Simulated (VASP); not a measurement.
Input of a VASP 6.6.1 run:

The input POSCAR:

```
Si
1.0
    0.0000000000      2.7350000000      2.7350000000
    2.7350000000      0.0000000000      2.7350000000
    2.7350000000      2.7350000000      0.0000000000
Si
2
Direct
    0.0063329097      0.0063329097      0.0063329097
    0.2500000000      0.2500000000      0.2500000000
```

File INCAR.step1:

```
SYSTEM = Si
  PREC = Accurate
  ENCUT = 400
  EDIFF = 1E-5
  ISMEAR = -1
  SIGMA = 0.05
  LREAL = .False.
  LASPH = .True.
  NELM = 120
  ALGO = Normal
  ISIF = 2
  LWAVE = .True.
  LCHARG = .False.
  GGA = PE
  NBANDS = 11
  GGA_COMPAT = .False.
```

File INCAR.step2:

```
SYSTEM = Si
  PREC = Accurate
  ENCUT = 400
  EDIFF = 1E-6
  ISMEAR = -1
  SIGMA = 0.05
  LREAL = .False.
  LASPH = .True.
  NELM = 120
  ALGO = Normal
  ISIF = 2
  LWAVE = .False.
  LCHARG = .False.
  GGA = PE
  LHFCALC = .True.
  AEXX = 0.25
  PRECFOCK = Normal
  ISTART = 1
  NBANDS = 11
  GGA_COMPAT = .False.
```

KPOINTS

```
Automatic mesh
0
Gamma
  4 4 4
  0 0 0
```

Potentials or basis: VASP PAW PBE potentials, release 64 (Si).

Command:

```bash
$ cat potpaw_PBE.64/Si/POTCAR > POTCAR
$ cp INCAR.step1 INCAR
$ mpirun -np 1 vasp_std > vasp.out
$ cp INCAR.step2 INCAR
$ mpirun -np 1 vasp_std > vasp.out
```

Task: Estimate the largest force.

Result: 0.941 eV/Å.

Task: What does it give for the pressure?

Result: -1.5 GPa.

Stress tensor (GPa, compression positive):
```
-1.47  1.31  1.31
 1.31 -1.47  1.31
 1.31  1.31 -1.47
```

Caveat: the k points lie up to 0.50 Å⁻¹ apart; the PAW data sets were made with another functional, which shifts forces and pressure a little.
